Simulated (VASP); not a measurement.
# Si2W (I4/mmm) in VASP: electric field gradients with PBEsol

Aim: the electric field gradients of Si2W with PBEsol.

All numbers are computed with VASP 6.6.1; they aren't measurements. Logs are shortened: lines on timing, memory, paths and dates and some standing lists are left out, and cuts for length are marked.

### Step 1. The cell of the first run

Symmetry: I4/mmm, No. 139, tetragonal system. Conventional cell: a = 3.215 Å, b = 3.215 Å, c = 7.802 Å, α = 90.00°, β = 90.00°, γ = 90.00°. Si (site symmetry 4mm) has 9 Si at 2.57 to 3.21 Å and 5 W at 2.61 Å within 3.4 Å. Within 3.4 Å of W (site symmetry 4/mmm) lie 10 Si at 2.61 Å and 4 W at 3.21 Å.

### Step 2. Electric field gradients, PBEsol

The input, INCAR:

```
SYSTEM = Si2W
ALGO = Normal
EDIFF = 1E-8
ENCUT = 520
GGA = PS
ISIF = 2
ISMEAR = -1
LASPH = .True.
LCHARG = .False.
LEFG = .True.
LREAL = .False.
LWAVE = .False.
NBANDS = 18
NELM = 60
PREC = Accurate
SIGMA = 0.05
```

The input, KPOINTS:

```
k-points
0
Gamma
  18 18 18
  0 0 0
```

The input, POSCAR:

```
Si2W
1.0
   -1.6073666674      1.6073666674      3.9010319216
    1.6073666674     -1.6073666674      3.9010319216
    1.6073666674      1.6073666674     -3.9010319216
Si W
2 1
Direct
    0.3349898400      0.3349898400      0.0000000000
    0.6650101600      0.6650101600      0.0000000000
    0.0000000000      0.0000000000      0.0000000000
```

Potentials or basis: VASP PAW PBE potentials, release 64 (Si, W_sv).

Command:

```console
cat potpaw_PBE.64/Si/POTCAR potpaw_PBE.64/W_sv/POTCAR > POTCAR
mpirun -np 1 vasp_std > vasp.out
```

OUTCAR:

```text
SYSTEM = Si2W
   EDIFF = 1E-8
   ENCUT = 520
   GGA = PS
   ISIF = 2
   ISMEAR = -1
   LASPH = .True.
   LREAL = .False.
   NELM = 60
   PREC = Accurate

 ion  position               nearest neighbor table
   1  0.335  0.335  0.000-   2 2.57   3 2.61   3 2.61   3 2.61   3 2.61   3 2.61   2 2.63   2 2.63
                             2 2.63   2 2.63
   2  0.665  0.665  0.000-   1 2.57   3 2.61   3 2.61   3 2.61   3 2.61   3 2.61   1 2.63   1 2.63
                             1 2.63   1 2.63
   3  0.000  0.000  0.000-   2 2.61   1 2.61   2 2.61   1 2.61   2 2.61   1 2.61   1 2.61   2 2.61
                             1 2.61   2 2.61

  LATTYP: Found a body centered tetragonal cell.
 ALAT       =     3.2147333348
 C/A-ratio  =     2.4269707720

  Lattice vectors:

 A1 = (  -1.6073666674,   1.6073666674,   3.9010319216)
 A2 = (   1.6073666674,  -1.6073666674,   3.9010319216)
 A3 = (   1.6073666674,   1.6073666674,  -3.9010319216)

Analysis of symmetry for initial positions (statically):
=====================================================================
 Subroutine PRICEL returns:
 Original cell was already a primitive cell.

 Routine SETGRP: Setting up the symmetry group for a
 body centered tetragonal supercell.

 Subroutine GETGRP returns: Found 16 space group operations
 (whereof 16 operations were pure point group operations)
 out of a pool of 16 trial point group operations.

The static configuration has the point symmetry D_4h.

Analysis of symmetry for dynamics (positions and initial velocities):
=====================================================================
 Subroutine PRICEL returns:
 Original cell was already a primitive cell.

 Routine SETGRP: Setting up the symmetry group for a
 body centered tetragonal supercell.

 Subroutine GETGRP returns: Found 16 space group operations
 (whereof 16 operations were pure point group operations)
 out of a pool of 16 trial point group operations.

The dynamic configuration has the point symmetry D_4h.

 Subroutine INISYM returns: Found 16 space group operations
 (whereof 16 operations are pure point group operations),
 and found     1 'primitive' translations

----------------------------------------------------------------------------------------

                                     Primitive cell

  volume of cell :      40.3153

  direct lattice vectors                    reciprocal lattice vectors
    -1.607366667  1.607366667  3.901031922     0.000000000  0.311067792  0.128171215
     1.607366667 -1.607366667  3.901031922     0.311067792  0.000000000  0.128171215
     1.607366667  1.607366667 -3.901031922     0.311067792  0.311067792  0.000000000

  length of vectors
     4.515008888  4.515008888  4.515008888     0.336438748  0.336438748  0.439916290

  position of ions in fractional coordinates (direct lattice)
     0.334989840  0.334989840  0.000000000
     0.665010160  0.665010160  0.000000000
     0.000000000  0.000000000  0.000000000

  ion indices of the primitive-cell ions
   primitive index   ion index
                 1           1
                 2           2
                 3           3

----------------------------------------------------------------------------------------

 KPOINTS: k-points

Automatic generation of k-mesh.
 Grid dimensions read from file:
 generate k-points for:   18   18   18

 Generating k-lattice:

  Cartesian coordinates                     Fractional coordinates (reciprocal lattice)
     0.000000000  0.017281544  0.007120623     0.055555556 -0.000000000  0.000000000
[... 39 lines left out ...]
 -0.222222  0.055556  0.000000     16.000000
 [... further k-points ...]
   k-points           NKPTS =    480   k-points in BZ     NKDIM =    480   number of bands    NBANDS=     18
   number of dos      NEDOS =    301   number of ions     NIONS =      3
   total plane-waves  NPLWV =  46656
   dimension x,y,z NGX =    36 NGY =   36 NGZ =   36
   dimension x,y,z NGXF=    72 NGYF=   72 NGZF=   72
   ions per type =               2   1
   NGX,Y,Z   is equivalent  to a cutoff of  13.26, 13.26, 13.26 a.u.
   NGXF,Y,Z  is equivalent  to a cutoff of  26.51, 26.51, 26.51 a.u.
 SYSTEM =  Si2W
   PREC   = accura    normal or accurate (medium, high low for compatibility)
   ISTART =      0    job   : 0-new  1-cont  2-samecut
   ICHARG =      2    charge: 1-file 2-atom 10-const
   ISPIN  =      1    spin polarized calculation?
   LNONCOLLINEAR =      F non collinear calculations
   LSORBIT =      F    spin-orbit coupling
   LASPH  =      T    aspherical Exc in radial PAW
   ENCUT  =  520.0 eV  38.22 Ry    6.18 a.u.   8.39  8.39  8.39*2*pi/ulx,y,z
   NELM   =     60;   NELMIN=  2; NELMDL= -5     # of ELM steps
   EDIFF  = 0.1E-07   stopping-criterion for ELM
   LREAL  =      F    real-space projection
   EDIFFG = 0.1E-06   stopping-criterion for IOM
   NSW    =      0    number of steps for IOM
   IBRION =     -1    ionic relax: 0-MD 1-quasi-New 2-CG
   NFREE  =      0    steps in history (QN), initial steepest desc. (CG)
   ISIF   =      2    stress and relaxation
   ISYM   =      2    0-nonsym 1-usesym 2-fastsym
   POTIM  = 0.5000    time-step for ionic-motion
   TEBEG  =    0.0;   TEEND  =   0.0 temperature during run
   PSTRESS=    0.0 pullay stress
   NELECT =      22.0000    total number of electrons
   NUPDOWN=      -1.0000    fix difference up-down
   EMIN   =  10.00;   EMAX   =-10.00  energy-range for DOS
   EFERMI =   0.00;   METHOD = LEGACY
   ISMEAR =    -1;   SIGMA  =   0.05  broadening in eV -4-tet -1-fermi 0-gaus
   EFERMI_NEDOS =   21; number of points for ismear=-14 and -15
   IALGO  =     38    algorithm
   IMIX   =      4    mixing-type and parameters
     AMIX     =   0.40;   BMIX     =  1.00
     AMIX_MAG =   1.60;   BMIX_MAG =  1.00
  volume/ion in A,a.u.               =      13.44        90.69
  Fermi-wavevector in a.u.,A,eV,Ry     =   1.337804  2.528084 24.350624  1.789720
  Thomas-Fermi vector in A             =   2.466324
   LORBIT       =      0    0 simple, 1 ext, 2 COOP (PROOUT), +10 PAW based schemes
   GGA     = PS    functional components
   LHFCALC =     F    Hartree Fock is set to
   AEXX    =    0.0000 exact exchange contribution
   IVDW    =     0    specifies the selected vdW correction
   LEPSILON=     F    determine dielectric tensor
   LRPA    =     F    only Hartree local field effects (RPA)
 non-spin polarized calculation
  energy-cutoff  :      520.00
  volume of cell :       40.32
 maximum number of plane-waves:      1111
 NGX is ok and might be reduce to    36
   NGX = 17   NGY = 17   NGZ = 17

 number of electron      21.9999999 magnetization

 Free energy of the ion-electron system (eV)
  ---------------------------------------------------
  ext. energy  EPLUGINS =         0.00000000
  ---------------------------------------------------
  free energy    TOTEN  =       -26.63948746 eV

  energy without entropy =      -26.63780703  energy(sigma->0) =      -26.63864725

 E-fermi :  11.8871     XC(G=0): -12.6196

 val. band max:       11.8757324729   @ k =  -0.3889   0.5000   0.3333
 cond. band min:      11.9435071848   @ k =  -0.3889  -0.4444   0.3889
 fundamental gap:      0.0677747119
 Fermi energy:        11.8871468110

 k-point     1 :       0.0000    0.0000    0.0000
  band No.  band energies     occupation
      1     -61.8990      2.00000
      2     -26.1617      2.00000
      3     -26.1481      2.00000
      4     -26.1481      2.00000
      5      -2.1905      2.00000
      6       5.0224      2.00000
[... 481 lines left out ...]
      5      -1.2792      2.00000
      6       5.1580      2.00000
[... 10 lines left out ...]
     17      18.2123      0.00000
     18      20.1187      0.00000

 [... further k-points ...]

------------------------ aborting loop because EDIFF is reached ----------------------------------------

  FORCE on cell =-STRESS in cart. coord.  units (eV):
  Direction    XX          YY          ZZ          XY          YZ          ZX
  --------------------------------------------------------------------------------------
  -------------------------------------------------------------------------------------
  Total       -0.3906246     -0.3906246      0.1612337      0.0000000      0.0000000     -0.0000000
  in kB      -15.5238987    -15.5238987      6.4076231      0.0000000      0.0000000     -0.0000000
  external PRESSURE =      -8.2133915 kB  Pullay stress =       0.0000000 kB

 VOLUME and BASIS-vectors are now :
 -----------------------------------------------------------------------------
  energy-cutoff  :      520.00
  volume of cell :       40.32
      direct lattice vectors                 reciprocal lattice vectors
    -1.607366667  1.607366667  3.901031922     0.000000000  0.311067792  0.128171215
     1.607366667 -1.607366667  3.901031922     0.311067792  0.000000000  0.128171215
     1.607366667  1.607366667 -3.901031922     0.311067792  0.311067792  0.000000000

 POSITION                                       TOTAL-FORCE (eV/Angst)
 -----------------------------------------------------------------------------------
      0.00000      0.00000      2.61361        -0.000000     -0.000000     -0.071034
      0.00000      0.00000      5.18845        -0.000000     -0.000000      0.071034
      0.00000      0.00000      0.00000         0.000000      0.000000     -0.000000
 -----------------------------------------------------------------------------------
    total drift:                               -0.000000      0.000000      0.000000

  FREE ENERGIE OF THE ION-ELECTRON SYSTEM (eV)
  ---------------------------------------------------
  free  energy   TOTEN  =       -26.6394874631 eV

  energy  without entropy=      -26.6378070276  energy(sigma->0) =      -26.63864725

 Electric field gradients (V/A^2)
---------------------------------------------------------------------
 ion       V_xx      V_yy      V_zz      V_xy      V_xz      V_yz
---------------------------------------------------------------------
   1       5.127     5.127   -10.253    -0.000    -0.000    -0.000
   2       5.127     5.127   -10.253    -0.000    -0.000    -0.000
   3      76.133    76.133  -152.267     0.000    -0.000    -0.000
---------------------------------------------------------------------

 Electric field gradients after diagonalization (V/A^2)
 (convention: |V_zz| > |V_xx| > |V_yy|)
----------------------------------------------------------------------
 ion       V_xx      V_yy      V_zz     asymmetry (V_yy - V_xx)/ V_zz
----------------------------------------------------------------------
   1       5.127     5.127   -10.253       0.000
   2       5.127     5.127   -10.253       0.000
   3      76.133    76.133  -152.267       0.000
----------------------------------------------------------------------

           NMR quadrupolar parameters

 Cq : quadrupolar parameter    Cq=e*Q*V_zz/h
 eta: asymmetry parameters     (V_yy - V_xx)/ V_zz
 Q  : nuclear electric quadrupole moment in mb (millibarn)
----------------------------------------------------------------------
 ion       Cq(MHz)       eta       Q (mb)
----------------------------------------------------------------------
   1      -0.025       0.000       1.000
   2      -0.025       0.000       1.000
   3      -0.368       0.000       1.000
----------------------------------------------------------------------
```

It took 20 min on 1 thread of Oxide Virtual Turin-like, shared host; peak memory 0.43 GiB.

Results:

- Free energy: -26.6395 eV
- Pressure: -0.8 GPa
- Largest force: 0.071 eV/Å
- Band gap on the k mesh: zero (band 11 reaches 12.61 eV, above the bottom of band 12 at 11.37 eV)

Forces in eV/Å, atoms in the order of the input:
```
Si   0.000  0.000 -0.071
Si   0.000  0.000  0.071
W    0.000  0.000  0.000
```

Stress tensor (GPa, compression positive):
```
-1.55  0.00  0.00
 0.00 -1.55  0.00
 0.00  0.00  0.64
```

Electric field gradients, principal values (V/Å²):
```
atom   least  middle  greatest (by size)
1 Si   5.127   5.127             -10.253
2 Si   5.127   5.127             -10.253
 3 W  76.133  76.133            -152.267
```

Caveat: without QUAD_EFG the Cq values of the log hold for a quadrupole moment of 1 mb, not for the nuclei; the PAW data sets were made with another functional, which shifts forces and pressure a little; spin-orbit coupling is left out, which moves the levels of the heavy elements.
